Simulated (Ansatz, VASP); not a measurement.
**MgO: VASP beside Ansatz**

File INCAR:

```
ALGO = Normal
EDIFF = 1E-6
ENCUT = 520
GGA = PE
ISIF = 2
ISMEAR = 0
LASPH = True
LCHARG = False
LREAL = False
LWAVE = False
NBANDS = 16
NELM = 100
PREC = Accurate
SIGMA = 0.05
```

KPOINTS

```
k-points
0
Gamma
  9 9 6
```

POSCAR

```
MgO
1.0
    3.4390937518      0.0000000000      0.0000000000
   -1.7195468759      2.9783425551      0.0000000000
    0.0000000000      0.0000000000      4.4373615866
Mg O
2 2
Direct
    0.6666666667      0.3333333333      0.7500000000
    0.3333333333      0.6666666667      0.2500000000
    0.6666666667      0.3333333333      0.2500000000
    0.3333333333      0.6666666667      0.7500000000
```

Input for Ansatz:

```yaml
crystal:
  lattice:
    - [3.4390937518, 0.0, 0.0]
    - [-1.7195468759, 2.9783425551, 0.0]
    - [0.0, 0.0, 4.4373615866]
  atoms:
    - { symbol: Mg, position: [0.6666666667, 0.3333333333, 0.75] }
    - { symbol: Mg, position: [0.3333333333, 0.6666666667, 0.25] }
    - { symbol: O, position: [0.6666666667, 0.3333333333, 0.25] }
    - { symbol: O, position: [0.3333333333, 0.6666666667, 0.75] }
basis:
  ecutwfc: 520.0
kpoints:
  mp_grid: { grid: [9, 9, 6] }
hamiltonian:
  xc: pbe
  pseudopotentials: { kind: paw, azcp: { folder: soft_1 } }
scf:
  occupations: { method: gaussian, width: 0.05 }
output:
  forces: true
  stress: true
  eigenvalues: true
```

Change from the starting cell: mode 8 frozen in at +0.000 Å, strain +e along z and -e/2 along x and y +0.0467.

Alike in both runs: task single point; functional PBE; k mesh 9 × 9 × 6; occupations gaussian, width 0.05 eV; no spin polarisation.

|  | VASP | Ansatz |
| --- | --- | --- |
| version | VASP 6.6.1 | Ansatz 0.2.0 |
| potentials or method | VASP PAW PBE potentials, release 64 (Mg, O), cutoff 520 eV | scalar-relativistic, plane waves, PAW |
| valence electrons in the cell | 16 | 32 |

|  | VASP | Ansatz | Ansatz less VASP |
| --- | --- | --- | --- |
| gap on the k mesh at the Fermi level (eV) | 3.18 | 3.20 | +0.021 |
| least direct gap on the mesh (eV) | 3.18 | 3.20 | +0.021 |
| pressure (GPa) | 0.5 | 1.1 | +0.53 |
| traceless stress, the component that is largest in VASP (GPa) | -6.47 | -6.33 | +0.139 |

VASP's potentials hold 16 valence electrons a cell and Ansatz's 32, so a difference there can come from the potentials and not from the codes.
